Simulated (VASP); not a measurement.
# InSb (F-43m) in VASP: further runs

Runs on InSb. Level: PBEsol. Tasks: electric field gradients.

Everything below comes from runs of VASP 6.6.1. Logs are shortened: lines on timing, memory, paths and dates and some standing lists are left out, and cuts for length are marked.

### Step 1. The cell of the first run

The structure is cubic, space group F-43m (No. 216). The conventional cell has a = 6.346 Å, b = 6.346 Å, c = 6.346 Å, α = 90.00°, β = 90.00°, γ = 90.00°. In (site symmetry -43m) has 4 Sb at 2.75 Å within 3.6 Å. Within 3.6 Å of Sb (site symmetry -43m) lie 4 In at 2.75 Å.

### Step 2. Electric field gradients, PBEsol (31.94 Å³/atom)

Input file INCAR:

```
SYSTEM = InSb
PREC = Accurate ; ENCUT = 520
EDIFF = 1E-8 ; ISMEAR = -1
SIGMA = 0.05 ; LREAL = .False.
LASPH = .True. ; NELM = 80
ALGO = Normal ; ISIF = 2
LWAVE = .False. ; LCHARG = .False.
GGA = PS ; LEFG = .True.
NBANDS = 16
```

Input file KPOINTS:

```
Automatic mesh
0
Gamma
  9 9 9
  0 0 0
```

Input file POSCAR:

```
InSb
1.0
    0.0000000000      3.1729773647      3.1729773647
    3.1729773647      0.0000000000      3.1729773647
    3.1729773647      3.1729773647      0.0000000000
In Sb
1 1
Direct
    0.0000000000      0.0000000000      0.0000000000
    0.7500000000      0.7500000000      0.7500000000
```

Potentials or basis: VASP PAW PBE potentials, release 64 (In_d, Sb).

Command:

```console
$ cat potpaw_PBE.64/In_d/POTCAR potpaw_PBE.64/Sb/POTCAR > POTCAR
$ mpirun -np 1 vasp_std > vasp.out
```

OUTCAR:

```text
SYSTEM = InSb
   PREC = Accurate
   ENCUT = 520
   EDIFF = 1E-8
   ISMEAR = -1
   LREAL = .False.
   LASPH = .True.
   NELM = 80
   ISIF = 2
   GGA = PS

 ion  position               nearest neighbor table
   1  0.000  0.000  0.000-   2 2.75   2 2.75   2 2.75   2 2.75
   2  0.750  0.750  0.750-   1 2.75   1 2.75   1 2.75   1 2.75

  LATTYP: Found a face centered cubic cell.
 ALAT       =     6.3459547294

  Lattice vectors:

 A1 = (   0.0000000000,   3.1729773647,   3.1729773647)
 A2 = (   3.1729773647,   0.0000000000,   3.1729773647)
 A3 = (   3.1729773647,   3.1729773647,   0.0000000000)

Analysis of symmetry for initial positions (statically):
=====================================================================
 Subroutine PRICEL returns:
 Original cell was already a primitive cell.

 Routine SETGRP: Setting up the symmetry group for a
 face centered cubic supercell.

 Subroutine GETGRP returns: Found 24 space group operations
 (whereof 24 operations were pure point group operations)
 out of a pool of 48 trial point group operations.

The static configuration has the point symmetry T_d .

Analysis of symmetry for dynamics (positions and initial velocities):
=====================================================================
 Subroutine PRICEL returns:
 Original cell was already a primitive cell.

 Routine SETGRP: Setting up the symmetry group for a
 face centered cubic supercell.

 Subroutine GETGRP returns: Found 24 space group operations
 (whereof 24 operations were pure point group operations)
 out of a pool of 48 trial point group operations.

The dynamic configuration has the point symmetry T_d .

 Subroutine INISYM returns: Found 24 space group operations
 (whereof 24 operations are pure point group operations),
 and found     1 'primitive' translations

----------------------------------------------------------------------------------------

                                     Primitive cell

  volume of cell :      63.8897

  direct lattice vectors                    reciprocal lattice vectors
     0.000000000  3.172977365  3.172977365    -0.157580702  0.157580702  0.157580702
     3.172977365  0.000000000  3.172977365     0.157580702 -0.157580702  0.157580702
[... 125 lines left out ...]
 Free energy of the ion-electron system (eV)
  ---------------------------------------------------
  ext. energy  EPLUGINS =         0.00000000
  ---------------------------------------------------
  free energy    TOTEN  =        -7.63164029 eV

  energy without entropy =       -7.63131459  energy(sigma->0) =       -7.63147744

 E-fermi :   5.7409     XC(G=0):  -9.1368

 val. band max:        5.6469146676   @ k =   0.0000   0.0000   0.0000
 cond. band min:       5.7469131681   @ k =   0.0000   0.0000   0.0000
 fundamental gap:      0.0999985005
 Fermi energy:         5.7409161925

 k-point     1 :       0.0000    0.0000    0.0000
  band No.  band energies     occupation
      1      -9.0483      2.00000
      2      -9.0483      2.00000
      3      -9.0483      2.00000
      4      -8.9425      2.00000
      5      -8.9425      2.00000
      6      -5.5207      2.00000
[... 433 lines left out ...]
      3      -8.9934      2.00000
      4      -8.9682      2.00000
      5      -8.9318      2.00000
      6      -3.4273      2.00000
[... 8 lines left out ...]
     15      15.8511      0.00000
     16      16.8077      0.00000

 [... further k-points ...]

------------------------ aborting loop because EDIFF is reached ----------------------------------------

  FORCE on cell =-STRESS in cart. coord.  units (eV):
  Direction    XX          YY          ZZ          XY          YZ          ZX
  --------------------------------------------------------------------------------------
  -------------------------------------------------------------------------------------
  Total        1.6824594      1.6824594      1.6824594      0.0000000      0.0000000     -0.0000000
  in kB       42.1914318     42.1914318     42.1914318      0.0000000      0.0000000     -0.0000000
  external PRESSURE =      42.1914318 kB  Pullay stress =       0.0000000 kB

 VOLUME and BASIS-vectors are now :
 -----------------------------------------------------------------------------
  energy-cutoff  :      520.00
  volume of cell :       63.89
      direct lattice vectors                 reciprocal lattice vectors
     0.000000000  3.172977365  3.172977365    -0.157580702  0.157580702  0.157580702
     3.172977365  0.000000000  3.172977365     0.157580702 -0.157580702  0.157580702
     3.172977365  3.172977365  0.000000000     0.157580702  0.157580702 -0.157580702

 POSITION                                       TOTAL-FORCE (eV/Angst)
 -----------------------------------------------------------------------------------
      0.00000      0.00000      0.00000         0.000000      0.000000     -0.000000
      4.75947      4.75947      4.75947        -0.000000     -0.000000      0.000000
 -----------------------------------------------------------------------------------
    total drift:                                0.000000      0.000000      0.000000

  FREE ENERGIE OF THE ION-ELECTRON SYSTEM (eV)
  ---------------------------------------------------
  free  energy   TOTEN  =        -7.6316402905 eV

  energy  without entropy=       -7.6313145875  energy(sigma->0) =       -7.63147744

 Electric field gradients (V/A^2)
---------------------------------------------------------------------
 ion       V_xx      V_yy      V_zz      V_xy      V_xz      V_yz
---------------------------------------------------------------------
   1      -0.000    -0.000    -0.000    -0.001    -0.001    -0.001
   2      -0.000    -0.000    -0.000    -0.000    -0.000    -0.000
---------------------------------------------------------------------

 Electric field gradients after diagonalization (V/A^2)
 (convention: |V_zz| > |V_xx| > |V_yy|)
----------------------------------------------------------------------
 ion       V_xx      V_yy      V_zz     asymmetry (V_yy - V_xx)/ V_zz
----------------------------------------------------------------------
   1       0.001     0.001    -0.002       0.000
   2       0.000     0.000    -0.000       0.000
----------------------------------------------------------------------

           NMR quadrupolar parameters

 Cq : quadrupolar parameter    Cq=e*Q*V_zz/h
 eta: asymmetry parameters     (V_yy - V_xx)/ V_zz
 Q  : nuclear electric quadrupole moment in mb (millibarn)
----------------------------------------------------------------------
 ion       Cq(MHz)       eta       Q (mb)
----------------------------------------------------------------------
   1      -0.000       0.000       1.000
   2      -0.000       0.000       1.000
----------------------------------------------------------------------
```

stdout:

```text
POSCAR found type information on POSCAR InSb
 POSCAR found :  2 types and       2 ions
 scaLAPACK will be used
 -----------------------------------------------------------------------------
|                                                                             |
|                                                                             |
|     You enforced a specific xc type in the INCAR file but a different       |
|     I HOPE YOU KNOW WHAT YOU ARE DOING!                                     |
|                                                                             |
 -----------------------------------------------------------------------------

 LDA part: xc-table for (Slater+PW92), standard interpolation
 POSCAR, INCAR and KPOINTS ok, starting setup
 FFT: planning ... GRIDC
 FFT: planning ... GRID_SOFT
 FFT: planning ... GRID
 WAVECAR not read
 entering main loop
ion   1

ion   2
```

Wall time 83 s (1 thread of Intel Xeon 8259CL, shared host); peak memory 0.22 GiB.

What came out:

```
Free energy                             : -7.6316 eV
Pressure                                : 4.2 GPa
Band gap on the k mesh                  : 0.10 eV
Largest electric field gradient by atom : zero within the noise of the run
```

Caveat: the cell stands under pressure; the PAW data sets were made with another functional, which shifts forces and pressure a little; spin-orbit coupling is left out, which moves the levels of the heavy elements.

### Step 3. Electric field gradients, PBEsol (31.94 Å³/atom)

Input file INCAR:

```
  ALGO = Normal
  EDIFF = 1E-8
  ENCUT = 520
  GGA = PS
  ISIF = 2
  ISMEAR = -1
  LASPH = True
  LCHARG = False
  LEFG = True
  LREAL = False
  LWAVE = False
  NBANDS = 16
  NELM = 80
  PREC = Accurate
  SIGMA = 0.05
```

Input file KPOINTS:

```
k-points
0
Gamma
  9 9 9
```

POSCAR is that of step 2.

Potentials or basis: VASP PAW PBE potentials, release 64 (In_d, Sb).

Command:

```console
$ cat potpaw_PBE.64/In_d/POTCAR potpaw_PBE.64/Sb/POTCAR > POTCAR
$ mpirun -np 1 vasp_std > vasp.out
```

OUTCAR:

```text
EDIFF = 1E-8
   ENCUT = 520
   GGA = PS
   ISIF = 2
   ISMEAR = -1
   LASPH = True
   LREAL = False
   NELM = 80
   PREC = Accurate

 ion  position               nearest neighbor table
   1  0.000  0.000  0.000-   2 2.75   2 2.75   2 2.75   2 2.75
   2  0.750  0.750  0.750-   1 2.75   1 2.75   1 2.75   1 2.75

  LATTYP: Found a face centered cubic cell.
 ALAT       =     6.3459547294

  Lattice vectors:

 A1 = (   0.0000000000,   3.1729773647,   3.1729773647)
 A2 = (   3.1729773647,   0.0000000000,   3.1729773647)
 A3 = (   3.1729773647,   3.1729773647,   0.0000000000)

Analysis of symmetry for initial positions (statically):
=====================================================================
 Subroutine PRICEL returns:
 Original cell was already a primitive cell.

 Routine SETGRP: Setting up the symmetry group for a
 face centered cubic supercell.

 Subroutine GETGRP returns: Found 24 space group operations
 (whereof 24 operations were pure point group operations)
 out of a pool of 48 trial point group operations.

The static configuration has the point symmetry T_d .

Analysis of symmetry for dynamics (positions and initial velocities):
=====================================================================
 Subroutine PRICEL returns:
 Original cell was already a primitive cell.

 Routine SETGRP: Setting up the symmetry group for a
 face centered cubic supercell.

 Subroutine GETGRP returns: Found 24 space group operations
 (whereof 24 operations were pure point group operations)
 out of a pool of 48 trial point group operations.

The dynamic configuration has the point symmetry T_d .

[... 156 lines left out ...]
      2      -9.0483      2.00000
      3      -9.0483      2.00000
      4      -8.9425      2.00000
      5      -8.9425      2.00000
      6      -5.5207      2.00000
[... 433 lines left out ...]
      3      -8.9934      2.00000
      4      -8.9682      2.00000
      5      -8.9318      2.00000
      6      -3.4273      2.00000
[... 8 lines left out ...]
     15      15.8511      0.00000
     16      16.8077      0.00000

 [... further k-points ...]

------------------------ aborting loop because EDIFF is reached ----------------------------------------

  FORCE on cell =-STRESS in cart. coord.  units (eV):
  Direction    XX          YY          ZZ          XY          YZ          ZX
  --------------------------------------------------------------------------------------
  -------------------------------------------------------------------------------------
  Total        1.6824594      1.6824594      1.6824594      0.0000000      0.0000000     -0.0000000
  in kB       42.1914318     42.1914318     42.1914318      0.0000000      0.0000000     -0.0000000
  external PRESSURE =      42.1914318 kB  Pullay stress =       0.0000000 kB

 VOLUME and BASIS-vectors are now :
 -----------------------------------------------------------------------------
  energy-cutoff  :      520.00
  volume of cell :       63.89
      direct lattice vectors                 reciprocal lattice vectors
     0.000000000  3.172977365  3.172977365    -0.157580702  0.157580702  0.157580702
     3.172977365  0.000000000  3.172977365     0.157580702 -0.157580702  0.157580702
     3.172977365  3.172977365  0.000000000     0.157580702  0.157580702 -0.157580702

 POSITION                                       TOTAL-FORCE (eV/Angst)
 -----------------------------------------------------------------------------------
      0.00000      0.00000      0.00000         0.000000      0.000000     -0.000000
      4.75947      4.75947      4.75947        -0.000000     -0.000000      0.000000
 -----------------------------------------------------------------------------------
    total drift:                                0.000000      0.000000      0.000000

  FREE ENERGIE OF THE ION-ELECTRON SYSTEM (eV)
  ---------------------------------------------------
  free  energy   TOTEN  =        -7.6316402905 eV

  energy  without entropy=       -7.6313145875  energy(sigma->0) =       -7.63147744

 Electric field gradients (V/A^2)
---------------------------------------------------------------------
 ion       V_xx      V_yy      V_zz      V_xy      V_xz      V_yz
---------------------------------------------------------------------
   1      -0.000    -0.000    -0.000    -0.001    -0.001    -0.001
   2      -0.000    -0.000    -0.000    -0.000    -0.000    -0.000
---------------------------------------------------------------------

 Electric field gradients after diagonalization (V/A^2)
 (convention: |V_zz| > |V_xx| > |V_yy|)
----------------------------------------------------------------------
 ion       V_xx      V_yy      V_zz     asymmetry (V_yy - V_xx)/ V_zz
----------------------------------------------------------------------
   1       0.001     0.001    -0.002       0.000
   2       0.000     0.000    -0.000       0.000
----------------------------------------------------------------------

           NMR quadrupolar parameters

 Cq : quadrupolar parameter    Cq=e*Q*V_zz/h
 eta: asymmetry parameters     (V_yy - V_xx)/ V_zz
 Q  : nuclear electric quadrupole moment in mb (millibarn)
----------------------------------------------------------------------
 ion       Cq(MHz)       eta       Q (mb)
----------------------------------------------------------------------
   1      -0.000       0.000       1.000
   2      -0.000       0.000       1.000
----------------------------------------------------------------------
```

OSZICAR:

```text
N       E                     dE             d eps       ncg     rms          rms(c)
DAV:   1     0.112667050514E+03    0.11267E+03   -0.79532E+03  1120   0.115E+03
DAV:   2    -0.712540032321E+00   -0.11338E+03   -0.10969E+03  1328   0.289E+02
DAV:   3    -0.758445217555E+01   -0.68719E+01   -0.68537E+01  1320   0.717E+01
DAV:   4    -0.778274526374E+01   -0.19829E+00   -0.19824E+00  1528   0.138E+01
DAV:   5    -0.779361473872E+01   -0.10869E-01   -0.10869E-01  1600   0.269E+00    0.451E+00
DAV:   6    -0.766020090757E+01    0.13341E+00   -0.18050E-01  1624   0.738E+00    0.255E+00
DAV:   7    -0.763214919237E+01    0.28052E-01   -0.77589E-02  1616   0.300E+00    0.657E-01
DAV:   8    -0.763126097204E+01    0.88822E-03   -0.85806E-03  1448   0.111E+00    0.307E-01
DAV:   9    -0.763165159330E+01   -0.39062E-03   -0.91442E-04  1312   0.258E-01    0.896E-02
DAV:  10    -0.763162182601E+01    0.29767E-04   -0.54384E-05  1456   0.494E-02    0.392E-02
DAV:  11    -0.763163984768E+01   -0.18022E-04   -0.31755E-05  1272   0.451E-02    0.236E-02
DAV:  12    -0.763164061524E+01   -0.76757E-06   -0.13223E-06  1456   0.739E-03    0.630E-03
DAV:  13    -0.763164031752E+01    0.29772E-06   -0.40866E-07  1344   0.484E-03    0.324E-03
DAV:  14    -0.763164029544E+01    0.22082E-07   -0.32445E-08  1552   0.906E-04    0.787E-04
DAV:  15    -0.763164029049E+01    0.49556E-08   -0.35725E-09   992   0.392E-04
   1 F= -.76316403E+01 E0= -.76314774E+01  d E =-.325703E-03
```

Wall time 69 s (1 thread of Intel Xeon 8259CL, shared host); peak memory 0.22 GiB.

Results:

```yaml
Free_energy: -7.6316 eV
Pressure: 4.2 GPa
Band_gap_on_the_k_mesh: 0.10 eV
Largest_electric_field_gradient_by_atom: zero within the noise of the run
```

Levels at points of the mesh, in eV from the valence-band top:
```
           k point  band 7  band 8  band 9  band 10  band 11  band 12
(0.00, 0.00, 0.00)    0.00    0.00    0.00     0.10     2.92     2.92
```

Caveat: the cell stands under pressure; the PAW data sets were made with another functional, which shifts forces and pressure a little; spin-orbit coupling is left out, which moves the levels of the heavy elements.
